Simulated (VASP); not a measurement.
NiO:

```
Ni O
1.0
     0.00000    2.08590    2.08590
     2.08590    0.00000    2.08590
     2.08590    2.08590    0.00000
Ni O
1 1
Cartesian
  0.0000 0.0000 0.0000
  2.0859 2.0859 2.0859
```

| Property | Result |
| --- | --- |
| Program | VASP 6.6.1 |
| Task | relaxation of cell and atoms |
| Functional | PBEsol |
| Potentials or basis | VASP PAW PBE potentials, release 64 (Ni, O) |
| Cutoff | 600 eV |
| k mesh | 11 × 11 × 11 |
| Occupations | fermi-dirac, width 0.05 eV |
| Spin | collinear spin, ferromagnetic start |
| Starting moments | [1.0, 0.0] μB |

At the start: pressure -7.8 GPa; volume 9.08 Å³/atom.

Where does the relaxation end?

Over 3 steps the energy falls by 9.3 meV/atom and the volume is 8.71 Å³/atom (-4.0 %); space group Fm-3m (No. 225, to 0.05 Å); moment 1.24 μB per cell.

Step by step:
| step | energy change (eV) | largest force (eV/Å) | pressure (GPa) | volume (Å³) |
| --- | --- | --- | --- | --- |
| 1 | 0.0000 | 0.0000 | -7.82 | 18.15 |
| 2 | -0.0121 | 0.0000 | 5.21 | 17.01 |
| 3 | -0.0186 | 0.0000 | 0.08 | 17.42 |

Final structure:
```
Ni O
1.0
     0.00000    2.05747    2.05747
     2.05747    0.00000    2.05747
     2.05747    2.05747    0.00000
Ni O
1 1
Direct
  0.00000 0.00000 0.00000
  0.50000 0.50000 0.50000
```

Caveat: the PAW data sets were made with another functional, which shifts forces and pressure a little; a cell with one magnetic atom can't hold antiferromagnetic order, which such compounds often take.
